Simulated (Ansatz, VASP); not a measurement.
Two plane-wave programs on WC

Contents of POSCAR:

```
WC
1.0
    0.0000000000      2.1926800000      2.1926800000
    2.1926800000      0.0000000000      2.1926800000
    2.1926800000      2.1926800000      0.0000000000
W C
1 1
Direct
   -0.0002734427      0.0001181559      0.0000491447
    0.5041853059      0.4981915094      0.4992477932
```

File INCAR.step1:

```
PREC = Accurate
ENCUT = 660
ISMEAR = -1
SIGMA = 0.1
LREAL = False
LASPH = True
NELM = 120
NBANDS = 16
GGA = PE
ALGO = Normal
EDIFF = 1E-5
LWAVE = True
LCHARG = False
GGA_COMPAT = False
```

INCAR.step2

```
PREC = Accurate
ENCUT = 660
EDIFF = 1E-6
ISMEAR = -1
SIGMA = 0.1
LREAL = False
LASPH = True
NELM = 120
ALGO = Normal
ISIF = 2
LWAVE = False
LCHARG = True
METAGGA = R2SCAN
LMIXTAU = True
LELF = True
LVHAR = True
NBANDS = 16
ISTART = 1
GGA_COMPAT = False
```

Contents of KPOINTS:

```
regular mesh
0
Gamma
  4 4 4
```

Input for Ansatz:

```yaml
crystal:
  lattice:
    - [0.0, 2.19268, 2.19268]
    - [2.19268, 0.0, 2.19268]
    - [2.19268, 2.19268, 0.0]
  atoms:
    - { symbol: W, position: [-0.00027344271742478596, 0.00011815589780810318, 4.9144666296303805e-05] }
    - { symbol: C, position: [0.5041853059005389, 0.49819150942860363, 0.4992477932352083] }
basis:
  ecutwfc: 612.25619053473
kpoints:
  mp_grid:
    grid: [4, 4, 4]
hamiltonian:
  xc: r2scan
scf:
  max_iter: 80
  occupations:
    method: fermi_dirac
    width: 0.1
output:
  forces: true
```

Alike in both runs: task single point; functional r2SCAN; k mesh 4 × 4 × 4; occupations fermi-dirac, width 0.1 eV; no spin polarisation.

```csv
,VASP,Ansatz
version,VASP 6.6.1,Ansatz 0.2.0
potentials or method,"VASP PAW PBE potentials, release 64 (W_sv, C), cutoff 660 eV","plane waves, PAW"
valence electrons in the cell,18,18
```

```tsv
	VASP	Ansatz	Ansatz less VASP
rms of the force components (eV/Å)	0.076	0.076	-0.0002
```

VASP's potentials were made for PBE, not for r2SCAN. Atom by atom the forces differ by 0.000 eV/Å (rms over components). The functional is the same, so the differences come from potentials, cutoffs and numerics.

The k mesh is coarse, so the values compare programs but aren't converged. Spin-orbit coupling is off throughout.
